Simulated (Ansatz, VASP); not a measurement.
## OsC2 in VASP and in Ansatz

```
CELL_PARAMETERS angstrom
2.51293 0.00000 0.00000
-1.25647 2.17626 0.00000
0.00000 0.00000 9.77428
ATOMIC_POSITIONS crystal
Os 0.33333 0.66667 0.25000
Os 0.66667 0.33333 0.75000
C 0.33333 0.66667 0.62750
C 0.66667 0.33333 0.12750
C 0.33333 0.66667 0.87250
C 0.66667 0.33333 0.37250
```

Alike in both runs: task relaxation of cell and atoms; functional PBE; k mesh 6 × 6 × 2; occupations gaussian, width 0.1 eV; no spin polarisation.

|  | VASP | Ansatz |
| --- | --- | --- |
| version | VASP 6.6.1 | Ansatz 0.2.0 |
| potentials or method | VASP PAW PBE potentials, release 64 (Os_sv_GW, C), cutoff 700 eV | scalar-relativistic, plane waves, PAW |
| valence electrons in the cell | 48 | 48 |

```tsv
	VASP	Ansatz	Ansatz less VASP
gap on the k mesh at the Fermi level, each at its own relaxed structure (eV)	none	none	-
relaxed volume (Å³/atom)	14.32	15.18	+0.852
relaxed length of the cell vector where the two differ most in proportion (Å)	9.756	10.297	+0.5408
```

A gap of «none» marks a metal or a gap that the smearing closes. One of these differences is far larger than is usual between the two programs; its cause wasn't traced.

The k mesh is coarse, so the values compare programs but aren't converged. Spin-orbit coupling is off throughout. Noted on VASP's run: the volume moved by over 15 % at a fixed basis, so the end points are rough.
